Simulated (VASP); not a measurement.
# O (Fmmm) in VASP: a series of runs

The runs below take O through single point, with PBEsol.

Everything below comes from runs of VASP 6.6.1. Logs are shortened: lines on timing, memory, paths and dates and some standing lists are left out, and cuts for length are marked.

### 1 The cell of the first run

It takes space group Fmmm (No. 69, orthorhombic). Conventional cell: a = 3.309 Å, b = 3.320 Å, c = 8.925 Å, α = 90.00°, β = 90.00°, γ = 90.00°. O (site symmetry mm2) has 1 O at 1.21 Å within 1.6 Å.

### 2 Single point, PBEsol

The input, INCAR:

```
ALGO = Normal
EDIFF = 1E-6
ENCUT = 520
GGA = PS
ISIF = 2
ISMEAR = 0
LASPH = True
LCHARG = True
LELF = True
LREAL = False
LVHAR = True
LWAVE = False
NBANDS = 13
NELM = 100
PREC = Accurate
SIGMA = 0.15
```

The input, KPOINTS:

```
k-points
0
Gamma
  20 20 20
```

The input, POSCAR:

```
O
1.0
    0.0000000000      1.6543593627      4.4625125492
    1.6600313256      0.0000000000      4.4625125492
    1.6600313256      1.6543593627      0.0000000000
O
2
Direct
    0.0675080576      0.0675080576      0.9324919424
    0.9324919424      0.9324919424      0.0675080576
```

Potentials or basis: VASP PAW PBE potentials, release 64 (O).

Run with:

```bash
$ cat potpaw_PBE.64/O/POTCAR > POTCAR
$ mpirun -np 1 vasp_std > vasp.out
```

OUTCAR:

```text
EDIFF = 1E-6
   ENCUT = 520
   GGA = PS
   ISIF = 2
   ISMEAR = 0
   LASPH = True
   LREAL = False
   NELM = 100
   PREC = Accurate

 ion  position               nearest neighbor table
   1  0.068  0.068  0.932-   2 1.21
   2  0.932  0.932  0.068-   1 1.21

  LATTYP: Found a face centered orthorhombic cell.
 ALAT       =     3.3087187254
 B/A-ratio  =     1.0034284951
 C/A-ratio  =     2.6974263572

  Lattice vectors:

 A1 = (   1.6600313256,   0.0000000000,  -4.4625125492)
 A2 = (   0.0000000000,   1.6543593627,  -4.4625125492)
 A3 = (   1.6600313256,   1.6543593627,   0.0000000000)

Analysis of symmetry for initial positions (statically):
=====================================================================
 Subroutine PRICEL returns:
 Original cell was already a primitive cell.

 Routine SETGRP: Setting up the symmetry group for a
 face centered orthorhombic supercell.

 Subroutine GETGRP returns: Found  8 space group operations
 (whereof  8 operations were pure point group operations)
 out of a pool of  8 trial point group operations.

The static configuration has the point symmetry D_2h.

Analysis of symmetry for dynamics (positions and initial velocities):
=====================================================================
 Subroutine PRICEL returns:
 Original cell was already a primitive cell.

 Routine SETGRP: Setting up the symmetry group for a
 face centered orthorhombic supercell.

 Subroutine GETGRP returns: Found  8 space group operations
 (whereof  8 operations were pure point group operations)
 out of a pool of  8 trial point group operations.

The dynamic configuration has the point symmetry D_2h.

 Subroutine INISYM returns: Found  8 space group operations
 (whereof  8 operations are pure point group operations),
 and found     1 'primitive' translations

----------------------------------------------------------------------------------------

                                     Primitive cell

  volume of cell :      24.5107

  direct lattice vectors                    reciprocal lattice vectors
     0.000000000  1.654359363  4.462512549    -0.301199135  0.302231795  0.112044503
     1.660031326  0.000000000  4.462512549     0.301199135 -0.302231795  0.112044503
     1.660031326  1.654359363  0.000000000     0.301199135  0.302231795 -0.112044503

  length of vectors
     4.759298599  4.761273176  2.343631563     0.441156376  0.441156376  0.441156376

  position of ions in fractional coordinates (direct lattice)
     0.067508058  0.067508058  0.932491942
     0.932491942  0.932491942  0.067508058

  ion indices of the primitive-cell ions
   primitive index   ion index
                 1           1
                 2           2

----------------------------------------------------------------------------------------

 KPOINTS: k-points

Automatic generation of k-mesh.
 Grid dimensions read from file:
 generate k-points for:   20   20   20

 Generating k-lattice:

  Cartesian coordinates                     Fractional coordinates (reciprocal lattice)
    -0.015059957  0.015111590  0.005602225     0.050000000  0.000000000  0.000000000
     0.015059957 -0.015111590  0.005602225    -0.000000000  0.050000000 -0.000000000
     0.015059957  0.015111590 -0.005602225     0.000000000  0.000000000  0.050000000

  Length of vectors
     0.022057819  0.022057819  0.022057819

  Shift w.r.t. Gamma in fractional coordinates (k-lattice)
     0.000000000  0.000000000  0.000000000

 Subroutine IBZKPT returns following result:
 ===========================================

 Found   1166 irreducible k-points:

 Following reciprocal coordinates:
            Coordinates               Weight
  0.000000  0.000000  0.000000      1.000000
  0.050000  0.000000  0.000000      8.000000
  0.100000  0.000000  0.000000      8.000000
  0.150000  0.000000  0.000000      8.000000
  0.200000  0.000000  0.000000      8.000000
  0.250000  0.000000  0.000000      8.000000
[... 16 lines left out ...]
 -0.400000  0.050000 -0.000000      8.000000
 -0.350000  0.050000 -0.000000      8.000000
 [... further k-points ...]
   k-points           NKPTS =   1166   k-points in BZ     NKDIM =   1166   number of bands    NBANDS=     13
   number of dos      NEDOS =    301   number of ions     NIONS =      2
   total plane-waves  NPLWV =  23328
   dimension x,y,z NGX =    36 NGY =   36 NGZ =   18
   dimension x,y,z NGXF=    72 NGYF=   72 NGZF=   36
   ions per type =               2
   NGX,Y,Z   is equivalent  to a cutoff of  12.58, 12.57, 12.77 a.u.
   NGXF,Y,Z  is equivalent  to a cutoff of  25.15, 25.14, 25.54 a.u.
 SYSTEM =  unknown system
   PREC   = accura    normal or accurate (medium, high low for compatibility)
   ISTART =      0    job   : 0-new  1-cont  2-samecut
   ICHARG =      2    charge: 1-file 2-atom 10-const
   ISPIN  =      1    spin polarized calculation?
   LNONCOLLINEAR =      F non collinear calculations
   LSORBIT =      F    spin-orbit coupling
   LASPH  =      T    aspherical Exc in radial PAW
   ENCUT  =  520.0 eV  38.22 Ry    6.18 a.u.   8.85  8.85  4.36*2*pi/ulx,y,z
   NELM   =    100;   NELMIN=  2; NELMDL= -5     # of ELM steps
   EDIFF  = 0.1E-05   stopping-criterion for ELM
   LREAL  =      F    real-space projection
   EDIFFG = 0.1E-04   stopping-criterion for IOM
   NSW    =      0    number of steps for IOM
   IBRION =     -1    ionic relax: 0-MD 1-quasi-New 2-CG
   NFREE  =      0    steps in history (QN), initial steepest desc. (CG)
   ISIF   =      2    stress and relaxation
   ISYM   =      2    0-nonsym 1-usesym 2-fastsym
   POTIM  = 0.5000    time-step for ionic-motion
   TEBEG  =    0.0;   TEEND  =   0.0 temperature during run
   PSTRESS=    0.0 pullay stress
   NELECT =      12.0000    total number of electrons
   NUPDOWN=      -1.0000    fix difference up-down
   EMIN   =  10.00;   EMAX   =-10.00  energy-range for DOS
   EFERMI =   0.00;   METHOD = LEGACY
   ISMEAR =     0;   SIGMA  =   0.15  broadening in eV -4-tet -1-fermi 0-gaus
   EFERMI_NEDOS =   21; number of points for ismear=-14 and -15
   IALGO  =     38    algorithm
   IMIX   =      4    mixing-type and parameters
     AMIX     =   0.40;   BMIX     =  1.00
     AMIX_MAG =   1.60;   BMIX_MAG =  1.00
  volume/ion in A,a.u.               =      12.26        82.70
  Fermi-wavevector in a.u.,A,eV,Ry     =   1.290278  2.438272 22.651224  1.664818
  Thomas-Fermi vector in A             =   2.422120
   LORBIT       =      0    0 simple, 1 ext, 2 COOP (PROOUT), +10 PAW based schemes
   GGA     = PS    functional components
   LHFCALC =     F    Hartree Fock is set to
   AEXX    =    0.0000 exact exchange contribution
   IVDW    =     0    specifies the selected vdW correction
   LEPSILON=     F    determine dielectric tensor
   LRPA    =     F    only Hartree local field effects (RPA)
 non-spin polarized calculation
 Gauss-broadening in eV      SIGMA  =   0.15
  energy-cutoff  :      520.00
  volume of cell :       24.51
 maximum number of plane-waves:       676
   NGX = 17   NGY = 17   NGZ =  9

 number of electron      11.9999999 magnetization

 Free energy of the ion-electron system (eV)
  ---------------------------------------------------
  ext. energy  EPLUGINS =         0.00000000
  ---------------------------------------------------
  free energy    TOTEN  =       -10.28267044 eV

  energy without entropy =      -10.27768466  energy(sigma->0) =      -10.28017755

 E-fermi :  -0.0661     XC(G=0):  -8.9422

 val. band max:       -0.1651278370   @ k =   0.0000   0.2500   0.2500
 cond. band min:      -0.0067006152   @ k =   0.2500   0.0000   0.2500
 fundamental gap:      0.1584272217
 Fermi energy:        -0.0661220510

 k-point     1 :       0.0000    0.0000    0.0000
  band No.  band energies     occupation
      1     -27.9730      2.00000
      2     -15.0452      2.00000
      3      -8.6188      2.00000
      4      -5.2154      2.00000
      5      -5.2057      2.00000
      6       1.4749      0.00000
      7       1.4826      0.00000
      8       8.4153      0.00000
      9       9.9669      0.00000
     10      11.0710      0.00000
     11      16.6046      0.00000
     12      19.7702      0.00000
     13      26.5330      0.00000

 k-point     2 :       0.0500    0.0000    0.0000
  band No.  band energies     occupation
      1     -27.9538      2.00000
      2     -15.0207      2.00000
      3      -8.6061      2.00000
      4      -5.3254      2.00000
      5      -5.1995      2.00000
      6       1.3813      0.00000
      7       1.4874      0.00000
      8       8.4170      0.00000
      9      10.0182      0.00000
     10      11.2007      0.00000
     11      16.6690      0.00000
     12      19.8545      0.00000
     13      26.2716      0.00000

 k-point     3 :       0.1000    0.0000    0.0000
  band No.  band energies     occupation
      1     -27.8976      2.00000
      2     -14.9483      2.00000
      3      -8.5723      2.00000
      4      -5.6452      2.00000
      5      -5.1681      2.00000
      6       1.1019      0.00000
      7       1.5123      0.00000
      8       8.4284      0.00000
      9      10.1722      0.00000
     10      11.5633      0.00000
     11      16.8516      0.00000
     12      20.0853      0.00000
     13      25.5099      0.00000

 k-point     4 :       0.1500    0.0000    0.0000
  band No.  band energies     occupation
      1     -27.8088      2.00000
      2     -14.8327      2.00000
      3      -8.5326      2.00000
      4      -6.1053      2.00000
      5      -5.1186      2.00000
      6       0.6748      0.00000
      7       1.5514      0.00000
      8       8.4664      0.00000
      9      10.4164      0.00000
     10      12.1025      0.00000
     11      17.1180      0.00000
     12      20.3904      0.00000
     13      24.4008      0.00000

 k-point     5 :       0.2000    0.0000    0.0000
  band No.  band energies     occupation
      1     -27.6943      2.00000
      2     -14.6810      2.00000
      3      -8.5202      2.00000
      4      -6.6108      2.00000
      5      -5.0555      2.00000
      6       0.1486      0.04292
      7       1.6011      0.00000
      8       8.5504      0.00000
      9      10.7254      0.00000
     10      12.7628      0.00000
     11      17.4028      0.00000
     12      20.6378      0.00000
     13      23.2069      0.00000
[... 257 lines left out ...]
 k-point    22 :      -0.4500    0.0500   -0.0000
  band No.  band energies     occupation
      1     -27.1108      2.00000
      2     -13.8566      2.00000
      3      -9.7624      2.00000
      4      -7.3175      2.00000
      5      -4.7495      2.00000
      6      -2.2256      2.00000
      7       1.8389      0.00000
      8       9.5792      0.00000
      9      13.3345      0.00000
     10      13.9635      0.00000
     11      17.9241      0.00000
     12      18.3296      0.00000
     13      22.5793      0.00000

 k-point    23 :      -0.4000    0.0500   -0.0000
  band No.  band energies     occupation
      1     -27.1343      2.00000
      2     -13.8871      2.00000
      3      -9.6901      2.00000
      4      -7.3350      2.00000
      5      -4.7611      2.00000
      6      -2.1380      2.00000
      7       1.8292      0.00000
      8       9.6356      0.00000
      9      12.5963      0.00000
     10      14.7308      0.00000
     11      17.2754      0.00000
     12      18.9223      0.00000
     13      21.9608      0.00000

 k-point    24 :      -0.3500    0.0500   -0.0000
  band No.  band energies     occupation
      1     -27.2017      2.00000
      2     -13.9829      2.00000
      3      -9.4796      2.00000
      4      -7.3626      2.00000
      5      -4.7950      2.00000
      6      -1.8834      2.00000
      7       1.8025      0.00000
      8       9.5754      0.00000
      9      11.9744      0.00000
     10      15.4056      0.00000
     11      16.5814      0.00000
     12      19.6753      0.00000
     13      21.4424      0.00000

 [... further k-points ...]
[... 5 lines left out ...]
  --------------------------------------------------------------------------------------
  -------------------------------------------------------------------------------------
  Total       -0.0687704     -0.0617869      1.7181170      0.0000000      0.0000000      0.0000000
  in kB       -4.4952808     -4.0387940    112.3072318      0.0000000      0.0000000      0.0000000
  external PRESSURE =      34.5910524 kB  Pullay stress =       0.0000000 kB

 VOLUME and BASIS-vectors are now :
 -----------------------------------------------------------------------------
  energy-cutoff  :      520.00
  volume of cell :       24.51
      direct lattice vectors                 reciprocal lattice vectors
     0.000000000  1.654359363  4.462512549    -0.301199135  0.302231795  0.112044503
     1.660031326  0.000000000  4.462512549     0.301199135 -0.302231795  0.112044503
     1.660031326  1.654359363  0.000000000     0.301199135  0.302231795 -0.112044503

 POSITION                                       TOTAL-FORCE (eV/Angst)
 -----------------------------------------------------------------------------------
      1.66003      1.65436      0.60251         0.000000      0.000000      1.482581
      1.66003      1.65436      8.32251         0.000000      0.000000     -1.482581
 -----------------------------------------------------------------------------------
    total drift:                                0.000000      0.000000      0.000000

  FREE ENERGIE OF THE ION-ELECTRON SYSTEM (eV)
  ---------------------------------------------------
  free  energy   TOTEN  =       -10.2826704411 eV

  energy  without entropy=      -10.2776846650  energy(sigma->0) =      -10.28017755
```

Wall time 2.1 min (1 thread of Intel Xeon 6975P-C (Granite Rapids), shared host); peak memory 0.38 GiB.

What came out:

```yaml
Free_energy: -10.2827 eV
Pressure: 3.5 GPa
Largest_force: 1.483 eV/Å
Band_gap_on_the_k_mesh: zero (band 6 reaches 1.50 eV, above the bottom of band 7 at -1.23 eV)
```

Forces in eV/Å, atoms in the order of the input:
```
O    0.000  0.000  1.483
O    0.000  0.000 -1.483
```

Stress tensor (GPa, compression positive):
```
-0.45  0.00  0.00
 0.00 -0.40  0.00
 0.00  0.00 11.23
```

Caveat: the standard files for N, O and F lose accuracy on very short bonds; spin is off for a triplet molecule; the PAW data sets were made with another functional, which shifts forces and pressure a little.

### 3 Single point, PBEsol

The input, INCAR:

```
SYSTEM = O
ALGO = Normal
EDIFF = 1E-6
ENCUT = 520
GGA = PS
ISIF = 2
ISMEAR = 0
LASPH = .True.
LCHARG = .True.
LELF = .True.
LREAL = .False.
LVHAR = .True.
LWAVE = .False.
NBANDS = 13
NELM = 100
PREC = Accurate
SIGMA = 0.15
```

The input, KPOINTS:

```
k-points
0
Gamma
  22 22 22
  0 0 0
```

POSCAR is that of step 2.

Potentials or basis: VASP PAW PBE potentials, release 64 (O).

Run with:

```bash
$ cat potpaw_PBE.64/O/POTCAR > POTCAR
$ mpirun -np 1 vasp_std > vasp.out
```

Run time: 2.6 min. Hardware: 1 thread of Intel Xeon 6975P-C (Granite Rapids), shared host; peak memory 0.45 GiB.

The run converged. Its results:

```yaml
Free_energy: -10.2791 eV
Pressure: 3.5 GPa
Largest_force: 1.483 eV/Å
Band_gap_on_the_k_mesh: zero (band 6 reaches 1.50 eV, above the bottom of band 7 at -1.23 eV)
```

Forces on the atoms (eV/Å):
```
O    0.000  0.000  1.483
O    0.000  0.000 -1.483
```

Stress tensor (GPa, compression positive):
```
-0.32  0.00  0.00
 0.00 -0.29  0.00
 0.00  0.00 11.23
```

Levels at points of the mesh, in eV from the Fermi level:
```
           k point  band 2  band 3  band 4  band 5  band 6  band 7  band 8  band 9  band 10  band 11
(0.00, 0.00, 0.00)  -14.98   -8.55   -5.15   -5.14    1.54    1.55    8.48   10.03    11.14    16.67
(0.50, 0.00, 0.00)  -13.79   -9.70   -7.25   -4.68   -2.16    1.90    9.63   13.69    13.73    18.01
(0.50, 0.50, 0.00)  -15.15   -8.10   -5.16   -5.15    1.56    1.57    5.77   10.68    12.92    19.60
(0.50, 0.00, 0.50)  -12.71   -8.55   -8.55   -6.42   -1.23   -1.11   10.88   10.92    17.06    17.77
(0.00, 0.50, 0.50)  -12.71   -8.58   -8.53   -6.42   -1.21   -1.13   10.89   10.92    17.07    17.68
```

Caveat: the standard files for N, O and F lose accuracy on very short bonds; spin is off for a triplet molecule; the PAW data sets were made with another functional, which shifts forces and pressure a little.
